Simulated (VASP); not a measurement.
# WC (Fm-3m) in VASP: further runs

The runs below take WC through single point, with PBEsol.

Everything below comes from runs of VASP 6.6.1. Logs are shortened: lines on timing, memory, paths and dates and some standing lists are left out, and cuts for length are marked.

### Step 1. The cell of the first run

Symmetry: Fm-3m, No. 225, cubic system. The conventional cell has a = 4.296 Å, b = 4.296 Å, c = 4.296 Å, α = 90.00°, β = 90.00°, γ = 90.00°. Within 2.8 Å of W (site symmetry m-3m) lie 6 C at 2.15 Å. Within 2.8 Å of C (site symmetry m-3m) lie 6 W at 2.15 Å.

### Step 2. Single point, PBEsol (volume scaled by 0.94)

File INCAR:

```
PREC     = Accurate       # precision mode
ENCUT    = 520            # plane-wave cutoff, eV
EDIFF    = 1E-6           # SCF threshold, eV
ISMEAR   = -1             # smearing method
SIGMA    = 0.05           # smearing width, eV
LREAL    = False          # projectors in reciprocal space
LASPH    = True           # aspherical terms in the spheres
NELM     = 100            # most SCF steps
ALGO     = Normal         # electronic algorithm
ISIF     = 2              # what is computed and relaxed
LWAVE    = False          # write WAVECAR
LCHARG   = False          # write CHGCAR
GGA      = PS             # functional
NBANDS   = 16             # bands
```

File KPOINTS:

```
Automatic mesh
0
Gamma
  10 10 10
```

File POSCAR:

```
WC
1.0
    0.0000000000      2.1479227872      2.1479227872
    2.1479227872      0.0000000000      2.1479227872
    2.1479227872      2.1479227872      0.0000000000
W C
1 1
Direct
    0.0000000000      0.0000000000      0.0000000000
    0.5000000000      0.5000000000      0.5000000000
```

Potentials or basis: VASP PAW PBE potentials, release 64 (W_sv, C).

Command:

```sh
$ cat potpaw_PBE.64/W_sv/POTCAR potpaw_PBE.64/C/POTCAR > POTCAR
$ mpirun -np 1 vasp_std > vasp.out
```

OUTCAR:

```text
PREC = Accurate
   ENCUT = 520
   EDIFF = 1E-6
   ISMEAR = -1
   LREAL = False
   LASPH = True
   NELM = 100
   ISIF = 2
   GGA = PS

 ion  position               nearest neighbor table
   1  0.000  0.000  0.000-   2 2.15   2 2.15   2 2.15   2 2.15   2 2.15   2 2.15
   2  0.500  0.500  0.500-   1 2.15   1 2.15   1 2.15   1 2.15   1 2.15   1 2.15

  LATTYP: Found a face centered cubic cell.
 ALAT       =     4.2958455744

  Lattice vectors:

 A1 = (   0.0000000000,   2.1479227872,   2.1479227872)
 A2 = (   2.1479227872,   0.0000000000,   2.1479227872)
 A3 = (   2.1479227872,   2.1479227872,   0.0000000000)

Analysis of symmetry for initial positions (statically):
=====================================================================
 Subroutine PRICEL returns:
 Original cell was already a primitive cell.

 Routine SETGRP: Setting up the symmetry group for a
 face centered cubic supercell.

 Subroutine GETGRP returns: Found 48 space group operations
 (whereof 48 operations were pure point group operations)
 out of a pool of 48 trial point group operations.

The static configuration has the point symmetry O_h .

Analysis of symmetry for dynamics (positions and initial velocities):
=====================================================================
 Subroutine PRICEL returns:
 Original cell was already a primitive cell.

 Routine SETGRP: Setting up the symmetry group for a
 face centered cubic supercell.

 Subroutine GETGRP returns: Found 48 space group operations
 (whereof 48 operations were pure point group operations)
 out of a pool of 48 trial point group operations.

The dynamic configuration has the point symmetry O_h .

 Subroutine INISYM returns: Found 48 space group operations
 (whereof 48 operations are pure point group operations),
 and found     1 'primitive' translations

----------------------------------------------------------------------------------------

                                     Primitive cell

  volume of cell :      19.8192

  direct lattice vectors                    reciprocal lattice vectors
     0.000000000  2.147922787  2.147922787    -0.232783042  0.232783042  0.232783042
     2.147922787  0.000000000  2.147922787     0.232783042 -0.232783042  0.232783042
     2.147922787  2.147922787  0.000000000     0.232783042  0.232783042 -0.232783042

  length of vectors
     3.037621537  3.037621537  3.037621537     0.403192056  0.403192056  0.403192056

  position of ions in fractional coordinates (direct lattice)
[... 72 lines left out ...]
   ICHARG =      2    charge: 1-file 2-atom 10-const
   ISPIN  =      1    spin polarized calculation?
   LNONCOLLINEAR =      F non collinear calculations
   LSORBIT =      F    spin-orbit coupling
   LASPH  =      T    aspherical Exc in radial PAW
   ENCUT  =  520.0 eV  38.22 Ry    6.18 a.u.   5.65  5.65  5.65*2*pi/ulx,y,z
   NELM   =    100;   NELMIN=  2; NELMDL= -5     # of ELM steps
   EDIFF  = 0.1E-05   stopping-criterion for ELM
   LREAL  =      F    real-space projection
   EDIFFG = 0.1E-04   stopping-criterion for IOM
   NSW    =      0    number of steps for IOM
   IBRION =     -1    ionic relax: 0-MD 1-quasi-New 2-CG
   NFREE  =      0    steps in history (QN), initial steepest desc. (CG)
   ISIF   =      2    stress and relaxation
   ISYM   =      2    0-nonsym 1-usesym 2-fastsym
   POTIM  = 0.5000    time-step for ionic-motion
   TEBEG  =    0.0;   TEEND  =   0.0 temperature during run
   PSTRESS=    0.0 pullay stress
   NELECT =      18.0000    total number of electrons
   NUPDOWN=      -1.0000    fix difference up-down
   EMIN   =  10.00;   EMAX   =-10.00  energy-range for DOS
   EFERMI =   0.00;   METHOD = LEGACY
   ISMEAR =    -1;   SIGMA  =   0.05  broadening in eV -4-tet -1-fermi 0-gaus
   EFERMI_NEDOS =   21; number of points for ismear=-14 and -15
   IALGO  =     38    algorithm
   IMIX   =      4    mixing-type and parameters
     AMIX     =   0.40;   BMIX     =  1.00
     AMIX_MAG =   1.60;   BMIX_MAG =  1.00
  volume/ion in A,a.u.               =       9.91        66.87
  Fermi-wavevector in a.u.,A,eV,Ry     =   1.585393  2.995959 34.197859  2.513472
  Thomas-Fermi vector in A             =   2.684865
   LORBIT       =      0    0 simple, 1 ext, 2 COOP (PROOUT), +10 PAW based schemes
   GGA     = PS    functional components
   LHFCALC =     F    Hartree Fock is set to
   AEXX    =    0.0000 exact exchange contribution
   IVDW    =     0    specifies the selected vdW correction
   LEPSILON=     F    determine dielectric tensor
   LRPA    =     F    only Hartree local field effects (RPA)
 non-spin polarized calculation
  energy-cutoff  :      520.00
  volume of cell :       19.82
 maximum number of plane-waves:       548
   NGX = 11   NGY = 11   NGZ = 11

 number of electron      17.9999999 magnetization

 Free energy of the ion-electron system (eV)
  ---------------------------------------------------
  ext. energy  EPLUGINS =         0.00000000
  ---------------------------------------------------
  free energy    TOTEN  =       -22.97961381 eV

  energy without entropy =      -22.97361854  energy(sigma->0) =      -22.97661617

 E-fermi :  13.2737     XC(G=0): -14.1877

 val. band max:       13.1833745103   @ k =   0.3000   0.2000   0.1000
 cond. band min:      13.2804847338   @ k =  -0.1000   0.1000   0.0000
 fundamental gap:      0.0971102235
 Fermi energy:        13.2737266488

 k-point     1 :       0.0000    0.0000    0.0000
  band No.  band energies     occupation
      1     -62.1100      2.00000
      2     -26.1004      2.00000
      3     -26.1004      2.00000
      4     -26.1004      2.00000
      5      -3.1115      2.00000
      6      10.2170      2.00000
[... 433 lines left out ...]
      3     -26.3248      2.00000
      4     -26.3019      2.00000
      5      -0.5304      2.00000
      6       5.8197      2.00000
[... 8 lines left out ...]
     15      25.4677      0.00000
     16      29.2713      0.00000

 [... further k-points ...]
[... 5 lines left out ...]
  --------------------------------------------------------------------------------------
  -------------------------------------------------------------------------------------
  Total        1.9260521      1.9260521      1.9260521      0.0000000     -0.0000000     -0.0000000
  in kB      155.7014336    155.7014336    155.7014336      0.0000000     -0.0000000     -0.0000000
  external PRESSURE =     155.7014336 kB  Pullay stress =       0.0000000 kB

 VOLUME and BASIS-vectors are now :
 -----------------------------------------------------------------------------
  energy-cutoff  :      520.00
  volume of cell :       19.82
      direct lattice vectors                 reciprocal lattice vectors
     0.000000000  2.147922787  2.147922787    -0.232783042  0.232783042  0.232783042
     2.147922787  0.000000000  2.147922787     0.232783042 -0.232783042  0.232783042
     2.147922787  2.147922787  0.000000000     0.232783042  0.232783042 -0.232783042

 POSITION                                       TOTAL-FORCE (eV/Angst)
 -----------------------------------------------------------------------------------
      0.00000      0.00000      0.00000         0.000000      0.000000      0.000000
      2.14792      2.14792      2.14792         0.000000      0.000000      0.000000
 -----------------------------------------------------------------------------------
    total drift:                                0.000000     -0.000000     -0.000000

  FREE ENERGIE OF THE ION-ELECTRON SYSTEM (eV)
  ---------------------------------------------------
  free  energy   TOTEN  =       -22.9796138120 eV

  energy  without entropy=      -22.9736185354  energy(sigma->0) =      -22.97661617
```

OSZICAR:

```text
N       E                     dE             d eps       ncg     rms          rms(c)
DAV:   1     0.109177251090E+03    0.10918E+03   -0.93995E+03  1504   0.127E+03
DAV:   2    -0.231594785468E+02   -0.13234E+03   -0.12740E+03  1760   0.340E+02
DAV:   3    -0.262806007551E+02   -0.31211E+01   -0.31073E+01  1632   0.492E+01
DAV:   4    -0.262952654022E+02   -0.14665E-01   -0.14664E-01  1944   0.381E+00
DAV:   5    -0.262953653789E+02   -0.99977E-04   -0.99978E-04  1632   0.296E-01    0.354E+01
DAV:   6    -0.230738339965E+02    0.32215E+01   -0.76162E+00  1872   0.269E+01    0.100E+01
DAV:   7    -0.230115423126E+02    0.62292E-01   -0.37817E-01  1520   0.501E+00    0.728E+00
DAV:   8    -0.229812504080E+02    0.30292E-01   -0.60332E-02  1680   0.194E+00    0.141E+00
DAV:   9    -0.229796858489E+02    0.15646E-02   -0.28769E-03  1656   0.399E-01    0.103E-01
DAV:  10    -0.229796179541E+02    0.67895E-04   -0.28521E-04  1768   0.198E-01    0.749E-02
DAV:  11    -0.229796153323E+02    0.26218E-05   -0.28974E-05  1768   0.418E-02    0.231E-02
DAV:  12    -0.229796138747E+02    0.14577E-05   -0.42445E-06  1648   0.151E-02    0.142E-03
DAV:  13    -0.229796138120E+02    0.62616E-07   -0.14110E-07   856   0.302E-03
   1 F= -.22979614E+02 E0= -.22976616E+02  d E =-.599528E-02
```

stdout:

```text
POSCAR found type information on POSCAR W C
 POSCAR found :  2 types and       2 ions
 scaLAPACK will be used
 -----------------------------------------------------------------------------
|                                                                             |
|                                                                             |
|     You enforced a specific xc type in the INCAR file but a different       |
|     I HOPE YOU KNOW WHAT YOU ARE DOING!                                     |
|                                                                             |
 -----------------------------------------------------------------------------

 LDA part: xc-table for (Slater+PW92), standard interpolation
 POSCAR, INCAR and KPOINTS ok, starting setup
 FFT: planning ... GRIDC
 FFT: planning ... GRID_SOFT
 FFT: planning ... GRID
 WAVECAR not read
 entering main loop
```

Wall time 9.4 s (1 thread of Intel Xeon Platinum 8259CL at 2.50GHz (Skylake/Cascade Lake), shared host); peak memory 0.15 GiB.

Results:

```
Free energy            : -22.9796 eV
Pressure               : 15.6 GPa
Band gap on the k mesh : zero (band 9 reaches 14.40 eV, above the bottom of band 10 at 10.90 eV)
```

Caveat: the PAW data sets were made with another functional, which shifts forces and pressure a little; spin-orbit coupling is left out, which moves the levels of the heavy elements.

### Step 3. Single point, PBEsol (volume scaled by 0.96)

File INCAR:

```
SYSTEM = WC
  PREC = Accurate
  ENCUT = 520
  EDIFF = 1E-6
  ISMEAR = -1
  SIGMA = 0.05
  LREAL = .FALSE.
  LASPH = .TRUE.
  NELM = 60
  ALGO = Normal
  ISIF = 2
  LWAVE = .FALSE.
  LCHARG = .FALSE.
  GGA = PS
  NBANDS = 16
```

File KPOINTS:

```
regular mesh
0
G
  10 10 10
  0 0 0
```

File POSCAR:

```
WC
1.0
    0.0000000000      2.1630495024      2.1630495024
    2.1630495024      0.0000000000      2.1630495024
    2.1630495024      2.1630495024      0.0000000000
W C
1 1
Direct
    0.0000000000      0.0000000000      0.0000000000
    0.5000000000      0.5000000000      0.5000000000
```

Potentials or basis: VASP PAW PBE potentials, release 64 (W_sv, C).

Command:

```sh
$ cat potpaw_PBE.64/W_sv/POTCAR potpaw_PBE.64/C/POTCAR > POTCAR
$ mpirun -np 1 vasp_std > vasp.out
```

It took 9.4 s on 1 thread of Intel Xeon Platinum 8259CL at 2.50GHz (Skylake/Cascade Lake), shared host; peak memory 0.15 GiB.

Results (log left out):

```
Free energy            : -23.0085 eV
Pressure               : 6.4 GPa
Band gap on the k mesh : zero (band 9 reaches 14.02 eV, above the bottom of band 10 at 10.63 eV)
```

Levels at points of the mesh, in eV from the Fermi level:
```
           k point  band 7  band 8  band 9  band 10  band 11  band 12
(0.00, 0.00, 0.00)   -2.97   -2.97   -1.17    -1.17    -1.17    -1.06
(0.50, 0.00, 0.00)   -6.93   -6.93    1.08     1.08     2.45     4.91
(0.50, 0.50, 0.00)   -5.74   -2.60   -2.60     0.87     2.40     2.40
```

Caveat: the PAW data sets were made with another functional, which shifts forces and pressure a little; spin-orbit coupling is left out, which moves the levels of the heavy elements.
